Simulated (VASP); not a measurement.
Set up this calculation in VASP 6.6.1, as the native input.

| Quantity | Value |
| --- | --- |
| Task | single point |
| Functional | LDA |
| Potentials or basis | VASP PAW LDA potentials, release 64 (Ba_sv) |
| Cutoff | 520 eV |
| k mesh | 14 × 14 × 14 |
| Occupations | gaussian, width 0.15 eV |
| Spin | no spin polarisation |
| Dipole correction | no |
| Further INCAR settings | ALGO = Fast; EDIFF = 1e-06; NBANDS = 11 |

The structure of Ba lies in POSCAR:

```
Ba
1.0
   -2.6000000000      2.6000000000      2.3000000000
    2.6000000000     -2.6000000000      2.3000000000
    2.6000000000      2.6000000000     -2.3000000000
Ba
1
Direct
    0.0000000000      0.0000000000      0.0000000000
```

This cell differs from its parent crystal: strain +0.040 along x and y, -0.080 along z.

One way to write it, as run:

INCAR

```
SYSTEM = Ba
  PREC = Accurate
  ENCUT = 520
  EDIFF = 1E-6
  ISMEAR = 0
  SIGMA = 0.15
  LREAL = .False.
  LASPH = .True.
  NELM = 80
  ALGO = Fast
  ISIF = 2
  LWAVE = .False.
  LCHARG = .False.
  NBANDS = 11
```

KPOINTS

```
regular mesh
0
Gamma
  14 14 14
  0 0 0
```

Potentials or basis: VASP PAW LDA potentials, release 64 (Ba_sv).

The run is started by

```bash
$ cat potpaw_LDA.64/Ba_sv/POTCAR > POTCAR
$ mpirun -np 1 vasp_std > vasp.out
```

It gave:

```yaml
Pressure: -1.1 GPa
Band_gap_on_the_k_mesh: zero (bands 5 and 6 overlap by 0.90 eV)
```

Caveat: the cell differs from its parent crystal (strain +0.040 along x and y, -0.080 along z); spin-orbit coupling is left out, which moves the levels of the heavy elements.

Wall time 2.4 min on 1 thread of Intel Xeon 8259CL, on a shared host, peak memory 0.28 GiB.
